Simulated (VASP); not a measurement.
Write the native input for VASP 6.6.1 that does the following.

```yaml
Task: single point
Functional: B3LYP
Potentials_or_basis: VASP PAW PBE potentials, release 64 (B)
Cutoff: 520 eV
k_mesh: 7 × 7 × 7
Occupations: fermi-dirac, width 0.05 eV
Spin: no spin polarisation
Dipole_correction: no
Grid_for_exact_exchange_PRECFOCK: Normal
Further_INCAR_settings: ALGO = Normal; EDIFF = 1e-06; NBANDS = 8
Share_of_exact_exchange: 0.2
```

Crystal: B.

```
B
1.0
     1.88524    0.00000    0.00000
     0.00000    1.88524    0.00000
     0.00000    0.00000    1.88524
B
1
Direct
  0.50000 0.50000 0.50000
```

This isn't the form of B at room conditions, which is rhombohedral.

These files were run (other wordings do the same):

POSCAR

```
B
1.0
    1.8852400000      0.0000000000      0.0000000000
    0.0000000000      1.8852400000      0.0000000000
    0.0000000000      0.0000000000      1.8852400000
B
1
Direct
    0.5000000000      0.5000000000      0.5000000000
```

INCAR.step1

```
SYSTEM = B
ALGO = Normal
EDIFF = 1E-5
ENCUT = 520
GGA = PE
ISIF = 2
ISMEAR = -1
LASPH = .True.
LREAL = .False.
LWAVE = .True.
NBANDS = 8
NELM = 100
PREC = Accurate
SIGMA = 0.05
```

INCAR.step2

```
SYSTEM = B
AEXX = 0.2
AGGAC = 0.81
AGGAX = 0.72
ALDAC = 0.19
ALGO = Normal
EDIFF = 1E-6
ENCUT = 520
GGA = B3
ISIF = 2
ISMEAR = -1
ISTART = 1
LASPH = .True.
LCHARG = .True.
LELF = .True.
LHFCALC = .True.
LREAL = .False.
LVHAR = .True.
LWAVE = .False.
NBANDS = 8
NELM = 100
PREC = Accurate
PRECFOCK = Normal
SIGMA = 0.05
```

KPOINTS

```
k-points
0
Gamma
  7 7 7
  0 0 0
```

Potentials or basis: VASP PAW PBE potentials, release 64 (B).

Run with:

```sh
$ cat potpaw_PBE.64/B/POTCAR > POTCAR
$ cp INCAR.step1 INCAR
$ mpirun -np 1 vasp_std > vasp.out
$ cp INCAR.step2 INCAR
$ mpirun -np 1 vasp_std > vasp.out
```

It gave:

```json
{"Pressure": "1.3 GPa", "Band gap on the k mesh": "zero (an odd number of electrons rules out a gap without spin polarisation)"}
```

Caveat: the k points lie up to 0.48 Å⁻¹ apart, too coarse for converged energies and pressures of a metal; the PAW data sets were made with another functional, which shifts forces and pressure a little.

It took 43 s on 1 thread of Intel Xeon 8259CL, on a shared host, peak memory 0.11 GiB.
